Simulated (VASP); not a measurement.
# CaInH in VASP: a series of runs

The runs below take CaInH through single point, relaxation of cell and atoms, with PBE.

All numbers are computed with VASP 6.6.1; they aren't measurements. Logs are shortened: lines on timing, memory, paths and dates and some standing lists are left out, and cuts for length are marked.

**1. The cell of the first run**

Symmetry: Cmmm, No. 65, orthorhombic system. The conventional cell has a = 6.766 Å, b = 6.777 Å, c = 4.038 Å, α = 90.00°, β = 90.00°, γ = 90.00°. Within 2.7 Å of Ca (site symmetry mmm) lie 2 H at 2.02 Å. Within 4.4 Å of In (site symmetry mmm) lie 4 Ca at 3.38 to 3.39 Å and 8 H at 3.94 Å and 2 In at 4.04 Å. Within 2.7 Å of H (site symmetry mmm) lie 2 Ca at 2.02 Å.

**2. Single point, PBE**

INCAR reads:

```
SYSTEM = CaInH
ALGO = Normal
EDIFF = 1E-6
ENCUT = 520
GGA = PE
ISIF = 2
ISMEAR = 0
LASPH = .TRUE.
LCHARG = .FALSE.
LREAL = .FALSE.
LWAVE = .FALSE.
NBANDS = 19
NELM = 100
PREC = Accurate
SIGMA = 0.1
```

KPOINTS reads:

```
k-points
0
G
  4 4 6
  0 0 0
```

POSCAR reads:

```
CaInH
1.0
    3.3831566445     -3.3883232118      0.0000000000
    3.3831566445      3.3883232118      0.0000000000
    0.0000000000      0.0000000000      4.0384430008
Ca In H
1 1 1
Direct
    0.5000000000      0.5000000000      0.5000000000
    0.0000000000      0.0000000000      0.5000000000
    0.5000000000      0.5000000000      0.0000000000
```

Potentials or basis: VASP PAW PBE potentials, release 64 (Ca_sv, In_d, H).

The run is started by

```sh
$ cat potpaw_PBE.64/Ca_sv/POTCAR potpaw_PBE.64/In_d/POTCAR potpaw_PBE.64/H/POTCAR > POTCAR
$ mpirun -np 1 vasp_std > vasp.out
```

OUTCAR:

```text
SYSTEM = CaInH
   EDIFF = 1E-6
   ENCUT = 520
   GGA = PE
   ISIF = 2
   ISMEAR = 0
   LASPH = .TRUE.
   LREAL = .FALSE.
   NELM = 100
   PREC = Accurate

 ion  position               nearest neighbor table
   1  0.500  0.500  0.500-   3 2.02   3 2.02   2 3.38   2 3.38   2 3.39   2 3.39
   2  0.000  0.000  0.500-   1 3.38   1 3.38   1 3.39   1 3.39
   3  0.500  0.500  0.000-   1 2.02   1 2.02

  LATTYP: Found a base centered orthorhombic cell.
 ALAT       =     6.7663132890
 B/A-ratio  =     1.0015271440
 C/A-ratio  =     0.5968454058

  Lattice vectors:

 A1 = (   3.3831566445,  -3.3883232118,   0.0000000000)
 A2 = (   3.3831566445,   3.3883232118,   0.0000000000)
 A3 = (   0.0000000000,   0.0000000000,   4.0384430008)

Analysis of symmetry for initial positions (statically):
=====================================================================
 Subroutine PRICEL returns:
 Original cell was already a primitive cell.

 Routine SETGRP: Setting up the symmetry group for a
 base centered orthorhombic supercell.

 Subroutine GETGRP returns: Found  8 space group operations
 (whereof  8 operations were pure point group operations)
 out of a pool of  8 trial point group operations.

The static configuration has the point symmetry D_2h.

Analysis of symmetry for dynamics (positions and initial velocities):
=====================================================================
 Subroutine PRICEL returns:
 Original cell was already a primitive cell.

 Routine SETGRP: Setting up the symmetry group for a
 base centered orthorhombic supercell.

 Subroutine GETGRP returns: Found  8 space group operations
 (whereof  8 operations were pure point group operations)
 out of a pool of  8 trial point group operations.

The dynamic configuration has the point symmetry D_2h.

 Subroutine INISYM returns: Found  8 space group operations
 (whereof  8 operations are pure point group operations),
 and found     1 'primitive' translations

----------------------------------------------------------------------------------------

                                     Primitive cell

  volume of cell :      92.5872

  direct lattice vectors                    reciprocal lattice vectors
     3.383156645 -3.388323212  0.000000000     0.147790969 -0.147565615  0.000000000
     3.383156645  3.388323212  0.000000000     0.147790969  0.147565615  0.000000000
     0.000000000  0.000000000  4.038443001     0.000000000  0.000000000  0.247620184

  length of vectors
     4.788160719  4.788160719  4.038443001     0.208848705  0.208848705  0.247620184

  position of ions in fractional coordinates (direct lattice)
     0.500000000  0.500000000  0.500000000
     0.000000000  0.000000000  0.500000000
     0.500000000  0.500000000  0.000000000

  ion indices of the primitive-cell ions
   primitive index   ion index
                 1           1
                 2           2
                 3           3

----------------------------------------------------------------------------------------

 KPOINTS: k-points

Automatic generation of k-mesh.
 Grid dimensions read from file:
 generate k-points for:    4    4    6

 Generating k-lattice:

  Cartesian coordinates                     Fractional coordinates (reciprocal lattice)
     0.036947742 -0.036891404  0.000000000     0.250000000  0.000000000  0.000000000
     0.036947742  0.036891404  0.000000000     0.000000000  0.250000000  0.000000000
     0.000000000  0.000000000  0.041270031     0.000000000  0.000000000  0.166666667

  Length of vectors
     0.052212176  0.052212176  0.041270031

  Shift w.r.t. Gamma in fractional coordinates (k-lattice)
     0.000000000  0.000000000  0.000000000

 Subroutine IBZKPT returns following result:
 ===========================================

 Found     28 irreducible k-points:

 Following reciprocal coordinates:
            Coordinates               Weight
  0.000000  0.000000  0.000000      1.000000
  0.250000 -0.000000  0.000000      4.000000
  0.500000 -0.000000  0.000000      2.000000
  0.250000  0.250000  0.000000      2.000000
  0.500000  0.250000  0.000000      4.000000
 -0.250000  0.250000  0.000000      2.000000
[... 16 lines left out ...]
  0.250000 -0.000000  0.500000      4.000000
  0.500000 -0.000000  0.500000      2.000000
 [... further k-points ...]
   k-points           NKPTS =     28   k-points in BZ     NKDIM =     28   number of bands    NBANDS=     19
   number of dos      NEDOS =    301   number of ions     NIONS =      3
   total plane-waves  NPLWV =  38880
   dimension x,y,z NGX =    36 NGY =   36 NGZ =   30
   dimension x,y,z NGXF=    72 NGYF=   72 NGZF=   60
   ions per type =               1   1   1
   NGX,Y,Z   is equivalent  to a cutoff of  12.50, 12.50, 12.35 a.u.
   NGXF,Y,Z  is equivalent  to a cutoff of  25.00, 25.00, 24.70 a.u.
 SYSTEM =  CaInH
   PREC   = accura    normal or accurate (medium, high low for compatibility)
   ISTART =      0    job   : 0-new  1-cont  2-samecut
[... 87 lines left out ...]
  band No.  band energies     occupation
      1     -39.0952      2.00000
      2     -20.2126      2.00000
      3     -20.2025      2.00000
      4     -19.9252      2.00000
      5     -12.9689      2.00000
      6     -12.9033      2.00000
[... 11 lines left out ...]
     18       7.1999      0.00000
     19       7.5545      0.00000

 k-point     4 :       0.2500    0.2500    0.0000
  band No.  band energies     occupation
      1     -39.0952      2.00000
      2     -20.2075      2.00000
      3     -20.2059      2.00000
      4     -19.9252      2.00000
      5     -12.9702      2.00000
      6     -12.9024      2.00000
[... 11 lines left out ...]
     18       6.9722      0.00000
     19       7.0550      0.00000

 k-point     5 :       0.5000    0.2500    0.0000
  band No.  band energies     occupation
      1     -39.0951      2.00000
      2     -20.2113      2.00000
      3     -20.2062      2.00000
      4     -19.9249      2.00000
      5     -12.9688      2.00000
      6     -12.9035      2.00000
[... 11 lines left out ...]
     18       6.2210      0.00000
     19       7.1238      0.00000

 k-point     6 :      -0.2500    0.2500    0.0000
  band No.  band energies     occupation
      1     -39.0952      2.00000
      2     -20.2075      2.00000
      3     -20.2058      2.00000
      4     -19.9252      2.00000
      5     -12.9703      2.00000
      6     -12.9026      2.00000
[... 11 lines left out ...]
     18       6.9617      0.00000
     19       7.0479      0.00000

 k-point     7 :       0.5000    0.5000    0.0000
  band No.  band energies     occupation
      1     -39.0949      2.00000
      2     -20.2100      2.00000
      3     -20.2100      2.00000
      4     -19.9246      2.00000
      5     -12.9687      2.00000
      6     -12.9038      2.00000
[... 11 lines left out ...]
     18       6.2778      0.00000
     19       6.3650      0.00000

 k-point     8 :       0.0000    0.0000    0.1667
  band No.  band energies     occupation
      1     -39.0943      2.00000
      2     -20.2004      2.00000
      3     -20.2003      2.00000
      4     -19.9522      2.00000
      5     -12.9611      2.00000
      6     -12.9057      2.00000
[... 256 lines left out ...]
 k-point    20 :      -0.2500    0.2500    0.3333
  band No.  band energies     occupation
      1     -39.0916      2.00000
      2     -20.2035      2.00000
      3     -20.2018      2.00000
      4     -20.0040      2.00000
      5     -12.9299      2.00000
      6     -12.9158      2.00000
[... 11 lines left out ...]
     18       5.8239      0.00000
     19       7.3756      0.00000

 k-point    21 :       0.5000    0.5000    0.3333
  band No.  band energies     occupation
      1     -39.0914      2.00000
      2     -20.2059      2.00000
      3     -20.2058      2.00000
      4     -20.0032      2.00000
      5     -12.9280      2.00000
      6     -12.9174      2.00000
[... 11 lines left out ...]
     18       6.0145      0.00000
     19       6.5404      0.00000

 k-point    22 :       0.0000    0.0000    0.5000
  band No.  band energies     occupation
      1     -39.0907      2.00000
      2     -20.1965      2.00000
      3     -20.1964      2.00000
      4     -20.0307      2.00000
      5     -12.9210      2.00000
      6     -12.9185      2.00000
[... 11 lines left out ...]
     18       5.4189      0.00000
     19       6.3297      0.00000

 k-point    23 :       0.2500   -0.0000    0.5000
  band No.  band energies     occupation
      1     -39.0905      2.00000
      2     -20.2017      2.00000
      3     -20.1969      2.00000
      4     -20.0303      2.00000
      5     -12.9200      2.00000
      6     -12.9182      2.00000
[... 11 lines left out ...]
     18       6.6558      0.00000
     19       6.6823      0.00000

 k-point    24 :       0.5000   -0.0000    0.5000
  band No.  band energies     occupation
      1     -39.0904      2.00000
      2     -20.2069      2.00000
      3     -20.1973      2.00000
      4     -20.0299      2.00000
      5     -12.9215      2.00000
      6     -12.9179      2.00000
[... 11 lines left out ...]
     18       6.6873      0.00000
     19       6.8782      0.00000

 [... further k-points ...]
[... 5 lines left out ...]
  --------------------------------------------------------------------------------------
  -------------------------------------------------------------------------------------
  Total        0.0254129     -0.0068990      0.0500998      0.0000000      0.0000000      0.0000000
  in kB        0.4397589     -0.1193842      0.8669525      0.0000000      0.0000000      0.0000000
  external PRESSURE =       0.3957758 kB  Pullay stress =       0.0000000 kB

 VOLUME and BASIS-vectors are now :
 -----------------------------------------------------------------------------
  energy-cutoff  :      520.00
  volume of cell :       92.59
      direct lattice vectors                 reciprocal lattice vectors
     3.383156645 -3.388323212  0.000000000     0.147790969 -0.147565615  0.000000000
     3.383156645  3.388323212  0.000000000     0.147790969  0.147565615  0.000000000
     0.000000000  0.000000000  4.038443001     0.000000000  0.000000000  0.247620184

 POSITION                                       TOTAL-FORCE (eV/Angst)
 -----------------------------------------------------------------------------------
      3.38316      0.00000      2.01922         0.000000     -0.000000      0.000000
      0.00000      0.00000      2.01922        -0.000000      0.000000      0.000000
      3.38316      0.00000      0.00000        -0.000000      0.000000      0.000000
 -----------------------------------------------------------------------------------
    total drift:                                0.000000      0.000000      0.000000

  FREE ENERGIE OF THE ION-ELECTRON SYSTEM (eV)
  ---------------------------------------------------
  free  energy   TOTEN  =        -7.2651080410 eV

  energy  without entropy=       -7.2406894956  energy(sigma->0) =       -7.25289877
```

Run time: 16 s. Hardware: 1 thread of Intel Xeon 6975P-C (Granite Rapids), shared host; peak memory 0.21 GiB.

Results:

```
Free energy            : -7.2651 eV
Pressure               : 0.0 GPa
Band gap on the k mesh : zero (band 12 reaches 3.27 eV, above the bottom of band 13 at 0.90 eV)
```

Levels at points of the mesh, in eV from the Fermi level:
```tsv
k point	band 9	band 10	band 11	band 12	band 13	band 14	band 15	band 16
(0.00, 0.00, 0.00)	-14.62	-6.01	-2.85	1.35	1.36	1.78	3.48	3.67
(0.50, 0.00, 0.00)	-14.61	-5.18	-3.65	-0.84	0.77	3.16	3.80	4.06
(0.50, 0.50, 0.00)	-14.60	-4.90	-3.22	-0.86	-0.86	3.24	4.11	4.11
(0.00, 0.00, 0.50)	-14.62	-4.81	-2.47	0.67	2.38	2.38	2.38	3.00
(0.50, 0.00, 0.50)	-14.60	-4.15	-1.78	-0.76	-0.68	1.35	3.22	3.89
(0.50, 0.50, 0.50)	-14.60	-3.95	-1.55	0.26	0.32	0.32	1.77	1.77
```

Caveat: spin-orbit coupling is left out, which moves the levels of the heavy elements.

**3. Single point, PBE**

This run uses another cell than the first one, of 30.51 Å³/atom, 0.989 times its volume.

INCAR is that of step 2.

KPOINTS reads:

```
k-points
0
G
  10 10 12
  0 0 0
```

POSCAR reads:

```
CaInH
1.0
    4.7208880674      0.0000000000      0.0000000000
    0.0000000000      4.7208880674      0.0000000000
    0.0000000000      0.0000000000      4.1074395677
Ca In H
1 1 1
Direct
    0.5000000000      0.5000000000      0.5000000000
    0.0000000000      0.0000000000      0.5000000000
    0.5000000000      0.5000000000      0.0000000000
```

Potentials or basis: VASP PAW PBE potentials, release 64 (Ca_sv, In_d, H).

The run is started by

```sh
$ cat potpaw_PBE.64/Ca_sv/POTCAR potpaw_PBE.64/In_d/POTCAR potpaw_PBE.64/H/POTCAR > POTCAR
$ mpirun -np 1 vasp_std > vasp.out
```

Wall time 69 s (1 thread of Intel Xeon 6975P-C (Granite Rapids), shared host); peak memory 0.41 GiB.

It converged, with:

| Quantity | Value |
| --- | --- |
| Free energy | -7.3484 eV |
| Pressure | 0.0 GPa |
| Band gap on the k mesh | zero (band 12 reaches 3.42 eV, above the bottom of band 13 at 0.95 eV) |

Levels at points of the mesh, in eV from the Fermi level:
```csv
k point,band 9,band 10,band 11,band 12,band 13,band 14,band 15,band 16
"(0.00, 0.00, 0.00)",-14.66,-6.07,-2.75,1.44,1.44,1.73,3.37,3.48
"(0.50, 0.00, 0.00)",-14.65,-5.19,-3.61,-0.85,0.76,2.92,3.81,4.20
"(0.50, 0.50, 0.00)",-14.64,-4.89,-3.13,-0.87,-0.87,3.33,3.98,3.98
"(0.00, 0.00, 0.50)",-14.66,-4.97,-2.54,0.76,2.27,2.37,2.37,3.04
"(0.50, 0.00, 0.50)",-14.65,-4.25,-1.82,-0.92,-0.68,1.26,3.26,3.96
"(0.50, 0.50, 0.50)",-14.64,-4.04,-1.57,0.21,0.21,0.34,1.76,1.76
```

Caveat: spin-orbit coupling is left out, which moves the levels of the heavy elements.

**4. Relaxation of cell and atoms, PBE**

INCAR reads:

```
SYSTEM = CaInH
PREC     = Accurate       ! precision mode
ENCUT    = 600            ! plane-wave cutoff, eV
EDIFF    = 1E-6           ! SCF threshold, eV
ISMEAR   = 0              ! smearing method
SIGMA    = 0.1            ! smearing width, eV
LREAL    = .FALSE.        ! projectors in reciprocal space
LASPH    = .TRUE.         ! aspherical terms in the spheres
NELM     = 60             ! most SCF steps
ALGO     = Normal         ! electronic algorithm
ISIF     = 3              ! what is computed and relaxed
LWAVE    = .FALSE.        ! write WAVECAR
LCHARG   = .FALSE.        ! write CHGCAR
GGA      = PE             ! functional
IBRION   = 2              ! ionic algorithm
NSW      = 100            ! ionic steps
EDIFFG   = -0.01          ! ionic threshold
```

KPOINTS reads:

```
Automatic mesh
0
G
  10 10 12
  0 0 0
```

POSCAR reads:

```
CaInH
1.0
    4.7881607188      0.0000000000      0.0000000000
    0.0000000000      4.7881607188      0.0000000000
    0.0000000000      0.0000000000      4.0384430008
Ca In H
1 1 1
Direct
    0.5000000000      0.5000000000      0.5000000000
    0.0000000000      0.0000000000      0.5000000000
    0.5000000000      0.5000000000      0.0000000000
```

The run is started by

```sh
$ cat potpaw_PBE.64/Ca_sv/POTCAR potpaw_PBE.64/In_d/POTCAR potpaw_PBE.64/H/POTCAR > POTCAR
$ mpirun -np 1 vasp_std > vasp.out
```

Wall time 4.8 min (1 thread of Intel Xeon 6975P-C (Granite Rapids), shared host); peak memory 0.48 GiB.

The run converged. Its results:

- Free energy: -7.3490 eV
- Relaxed volume: 30.51 Å³/atom
- Relaxed cell: a = 4.718 Å, b = 4.718 Å, c = 4.112 Å, α = 90.00°, β = 90.00°, γ = 90.00°
- Space group after relaxing (to 0.05 Å): P4/mmm (No. 123)
- Energy gained by relaxing: 2.8 meV/atom
- Ionic steps: 6
- Pressure after relaxing: 0.0 GPa
- Band gap on the k mesh: zero (band 12 reaches 3.43 eV, above the bottom of band 13 at 0.96 eV)

The path:
```tsv
step	energy change (eV)	largest force (eV/Å)	pressure (GPa)	volume (Å³)
1	0.0000	0.0000	-0.03	92.59
2	-0.0053	0.0000	-0.07	92.51
3	-0.0082	0.0000	-0.11	92.41
4	-0.0083	0.0000	-0.11	92.38
5	-0.0085	0.0000	-0.05	92.00
6	-0.0085	0.0000	0.05	91.53
```

Final structure:
```cif
data_structure
_symmetry_space_group_name_H-M 'P 1'
_symmetry_Int_Tables_number 1
_cell_length_a 4.7180
_cell_length_b 4.7180
_cell_length_c 4.1118
_cell_angle_alpha 90.000
_cell_angle_beta 90.000
_cell_angle_gamma 90.000
_cell_volume 91.53
loop_
_atom_site_label
_atom_site_type_symbol
_atom_site_fract_x
_atom_site_fract_y
_atom_site_fract_z
_atom_site_occupancy
Ca1 Ca 0.50000 0.50000 0.50000 1
In1 In 0.00000 0.00000 0.50000 1
H1 H 0.50000 0.50000 0.00000 1
```

Levels at points of the mesh, in eV from the Fermi level:
| k point | band 9 | band 10 | band 11 | band 12 | band 13 | band 14 | band 15 | band 16 |
| --- | --- | --- | --- | --- | --- | --- | --- | --- |
| (0.00, 0.00, 0.00) | -14.66 | -6.07 | -2.75 | 1.44 | 1.44 | 1.73 | 3.36 | 3.48 |
| (0.50, 0.00, 0.00) | -14.65 | -5.19 | -3.60 | -0.85 | 0.76 | 2.91 | 3.81 | 4.21 |
| (0.50, 0.50, 0.00) | -14.64 | -4.89 | -3.12 | -0.87 | -0.87 | 3.34 | 3.98 | 3.98 |
| (0.00, 0.00, 0.50) | -14.66 | -4.98 | -2.54 | 0.77 | 2.26 | 2.37 | 2.37 | 3.05 |
| (0.50, 0.00, 0.50) | -14.65 | -4.25 | -1.82 | -0.92 | -0.68 | 1.26 | 3.26 | 3.96 |
| (0.50, 0.50, 0.50) | -14.64 | -4.05 | -1.57 | 0.20 | 0.20 | 0.34 | 1.76 | 1.76 |

Caveat: spin-orbit coupling is left out, which moves the levels of the heavy elements.

**5. Overview**

```csv
task,cell,k mesh,cutoff (eV),gap on the mesh (eV),pressure (GPa)
single point,"a = 4.788, b = 4.788, c = 4.038 Å, angles 90.0, 90.0, 90.1°, 3 atoms",4 × 4 × 6,520,none,0.0
single point,"a = 4.721, b = 4.721, c = 4.107 Å, 3 atoms",10 × 10 × 12,520,none,0.0
relaxation of cell and atoms,"relaxed from a = 4.788, b = 4.788, c = 4.038 Å, 3 atoms",10 × 10 × 12,600,none,0.0
```

Alike in all rows: level PBE; potentials or basis VASP PAW PBE potentials, release 64 (Ca_sv, In_d, H); no spin polarisation; smearing gaussian 0.1 eV.

Caveats: spin-orbit coupling is left out, which moves the levels of the heavy elements.

Total energies depend on the potentials used, so only differences within one code and one set of settings carry meaning.
